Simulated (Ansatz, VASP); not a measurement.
## C: VASP beside Ansatz

```
C
1.0
     1.92608    0.00000    0.00000
     0.00000    1.92608    0.00000
     0.00000    0.00000    1.92608
C
1
Direct
  0.00000 0.00000 0.00000
```

Alike in both runs: task relaxation of cell and atoms; functional revPBE; k mesh 16 × 16 × 16; occupations fermi-dirac, width 0.1 eV; no spin polarisation.

|  | VASP | Ansatz |
| --- | --- | --- |
| version | VASP 6.6.1 | Ansatz 0.2.0 |
| potentials or method | VASP PAW PBE potentials, release 64 (C), cutoff 600 eV | plane waves (420 eV) with PAW, scalar-relativistic |
| valence electrons in the cell | 4 | 4 |

|  | VASP | Ansatz | Ansatz less VASP |
| --- | --- | --- | --- |
| relaxed volume (Å³/atom) | 5.59 | 5.60 | +0.010 |
| relaxed length of the cell vector where the two differ most in proportion (Å) | 1.774 | 1.775 | +0.0011 |

VASP's potentials were made for PBE, not for revPBE.

Noted on VASP's run: the volume moved by over 15 % at a fixed basis, so the end points are rough.
